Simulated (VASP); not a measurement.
# MnO2 (fluorite type) (Fm-3m) in VASP: a series of runs, part 2 of 2

VASP 6.6.1. Earlier steps stand in the parts before.

## 3. Single point, PBE

This run uses another cell than the first one, of 8.22 Å³/atom, 1.020 times its volume.

INCAR reads:

```
ALGO = Normal ; EDIFF = 1E-6
ENCUT = 520 ; GGA = PE
ISIF = 2 ; ISMEAR = -1
LASPH = True ; LCHARG = False
LREAL = False ; LWAVE = False
NBANDS = 20 ; NELM = 80
PREC = Accurate ; SIGMA = 0.06122561905347299
```

KPOINTS reads:

```
k-points
0
Gamma
  21 21 21
```

POSCAR reads:

```
MnO2
1.0
    0.0000000000      2.3098963861      2.3098963861
    2.3098963861      0.0000000000      2.3098963861
    2.3098963861      2.3098963861      0.0000000000
Mn O
1 2
Direct
    0.0000000000      0.0000000000      0.0000000000
    0.2500000000      0.2500000000      0.2500000000
    0.7500000000      0.7500000000      0.7500000000
```

Potentials or basis: VASP PAW PBE potentials, release 64 (Mn_pv, O).

Command:

```sh
cat potpaw_PBE.64/Mn_pv/POTCAR potpaw_PBE.64/O/POTCAR > POTCAR
mpirun -np 1 vasp_std > vasp.out
```

OUTCAR:

```text
EDIFF = 1E-6
   ENCUT = 520
   GGA = PE
   ISIF = 2
   ISMEAR = -1
   LASPH = True
   LREAL = False
   NELM = 80
   PREC = Accurate

 ion  position               nearest neighbor table
   1  0.000  0.000  0.000-   3 2.00   3 2.00   3 2.00   2 2.00   3 2.00   2 2.00   2 2.00   2 2.00

   2  0.250  0.250  0.250-   1 2.00   1 2.00   1 2.00   1 2.00
   3  0.750  0.750  0.750-   1 2.00   1 2.00   1 2.00   1 2.00

  LATTYP: Found a face centered cubic cell.
 ALAT       =     4.6197927722

  Lattice vectors:

[... 193 lines left out ...]
      6       0.3117      2.00000
[... 541 lines left out ...]
     19      25.0341      0.00000
     20      25.0656      0.00000

 [... further k-points ...]
[... 5 lines left out ...]
  --------------------------------------------------------------------------------------
  -------------------------------------------------------------------------------------
  Total        0.1513918      0.1513918      0.1513918     -0.0000000      0.0000000     -0.0000000
  in kB        9.8402317      9.8402317      9.8402317     -0.0000000      0.0000000     -0.0000000
  external PRESSURE =       9.8402317 kB  Pullay stress =       0.0000000 kB

 VOLUME and BASIS-vectors are now :
 -----------------------------------------------------------------------------
  energy-cutoff  :      520.00
  volume of cell :       24.65
      direct lattice vectors                 reciprocal lattice vectors
     0.000000000  2.309896386  2.309896386    -0.216459926  0.216459926  0.216459926
     2.309896386  0.000000000  2.309896386     0.216459926 -0.216459926  0.216459926
     2.309896386  2.309896386  0.000000000     0.216459926  0.216459926 -0.216459926

 POSITION                                       TOTAL-FORCE (eV/Angst)
 -----------------------------------------------------------------------------------
      0.00000      0.00000      0.00000        -0.000000     -0.000000     -0.000000
      1.15495      1.15495      1.15495         0.000000      0.000000     -0.000000
      3.46484      3.46484      3.46484        -0.000000      0.000000      0.000000
 -----------------------------------------------------------------------------------
    total drift:                               -0.000000      0.000000      0.000000

  FREE ENERGIE OF THE ION-ELECTRON SYSTEM (eV)
  ---------------------------------------------------
  free  energy   TOTEN  =       -22.1296284571 eV

  energy  without entropy=      -22.0701535825  energy(sigma->0) =      -22.09989102
```

Wall time 70 s (1 thread of AMD EPYC 9R45 (Zen 5), shared host); peak memory 0.21 GiB.

What came out:

* Free energy: -22.1296 eV
* Pressure: 1.0 GPa

Caveat: an odd number of electrons without spin polarisation forces a metal; a magnetic or distorted state may lie lower; the run has no spin polarisation, though such a crystal can be magnetic; semilocal functionals often make such compounds metallic where correlation or magnetic order opens a gap, which also shifts bond lengths.

## 4. Single point, PBE

This run uses another cell than the first one, of 8.38 Å³/atom, 1.041 times its volume.

INCAR reads:

```
PREC = Accurate
ENCUT = 520
EDIFF = 1E-7
ISMEAR = -1
SIGMA = 0.06122561905347299
LREAL = False
LASPH = True
NELM = 100
ALGO = Normal
ISIF = 2
LWAVE = False
LCHARG = False
GGA = PE
NBANDS = 20
```

KPOINTS reads:

```
regular mesh
0
Gamma
  21 21 21
```

POSCAR reads:

```
MnO2
1.0
    0.0000000000      2.3251941590      2.3251941590
    2.3251941590      0.0000000000      2.3251941590
    2.3251941590      2.3251941590      0.0000000000
Mn O
1 2
Direct
    0.0000000000      0.0000000000      0.0000000000
    0.2500000000      0.2500000000      0.2500000000
    0.7500000000      0.7500000000      0.7500000000
```

Command:

```sh
cat potpaw_PBE.64/Mn_pv/POTCAR potpaw_PBE.64/O/POTCAR > POTCAR
mpirun -np 1 vasp_std > vasp.out
```

It took 74 s on 1 thread of AMD EPYC 9R45 (Zen 5), shared host; peak memory 0.21 GiB.

It converged, with:

```
Free energy : -22.1252 eV
Pressure    : -4.4 GPa
```

Levels at points of the mesh, in eV from the Fermi level:
```csv
k point,band 10,band 11,band 12,band 13,band 14,band 15,band 16,band 17
"(0.00, 0.00, 0.00)",-1.30,-1.30,-0.78,-0.78,2.94,2.94,2.94,7.94
```

Caveat: an odd number of electrons without spin polarisation forces a metal; a magnetic or distorted state may lie lower; the run has no spin polarisation, though such a crystal can be magnetic; semilocal functionals often make such compounds metallic where correlation or magnetic order opens a gap, which also shifts bond lengths. Spin polarisation is off, so any magnetic state and its effect on volume and gap are missing.

## 5. Single point, PBE

This run uses another cell than the first one, of 8.38 Å³/atom, 1.041 times its volume.

INCAR reads:

```
SYSTEM = MnO2
  ALGO = Normal
  EDIFF = 1E-7
  ENCUT = 520
  GGA = PE
  ISIF = 2
  ISMEAR = -1
  LASPH = .TRUE.
  LCHARG = .FALSE.
  LREAL = .FALSE.
  LWAVE = .FALSE.
  NBANDS = 20
  NELM = 100
  PREC = Accurate
  SIGMA = 0.06122561905347299
```

KPOINTS reads:

```
k-points
0
G
  21 21 21
  0 0 0
```

POSCAR is that of step 4.

Command:

```sh
cat potpaw_PBE.64/Mn_pv/POTCAR potpaw_PBE.64/O/POTCAR > POTCAR
mpirun -np 1 vasp_std > vasp.out
```

Wall time 74 s (1 thread of AMD EPYC 9R45 (Zen 5), shared host); peak memory 0.21 GiB.

The run converged. Its results:

| Property | Result |
| --- | --- |
| Free energy | -22.1252 eV |
| Pressure | -4.4 GPa |

Levels at points of the mesh, in eV from the Fermi level:
```tsv
k point	band 10	band 11	band 12	band 13	band 14	band 15	band 16	band 17
(0.00, 0.00, 0.00)	-1.30	-1.30	-0.78	-0.78	2.94	2.94	2.94	7.94
```

Caveat: an odd number of electrons without spin polarisation forces a metal; a magnetic or distorted state may lie lower; the run has no spin polarisation, though such a crystal can be magnetic; semilocal functionals often make such compounds metallic where correlation or magnetic order opens a gap, which also shifts bond lengths.

## 6. Summary

```csv
cell,gap on the mesh (eV),pressure (GPa)
"a = 3.245 Å, angles 60.0°, 3 atoms",none,6.9
"a = 3.267 Å, angles 60.0°, 3 atoms",none,1.0
"a = 3.288 Å, angles 60.0°, 3 atoms",none,-4.4
```

Alike in all rows: task single point; level PBE; potentials or basis VASP PAW PBE potentials, release 64 (Mn_pv, O); no spin polarisation; k mesh 21 × 21 × 21; cutoff (eV) 520; smearing fermi-dirac 0.0612256 eV.

Caveats: an odd number of electrons without spin polarisation forces a metal; a magnetic or distorted state may lie lower; the run has no spin polarisation, though such a crystal can be magnetic; semilocal functionals often make such compounds metallic where correlation or magnetic order opens a gap, which also shifts bond lengths.

Total energies depend on the potentials used, so only differences within one code and one set of settings carry meaning.
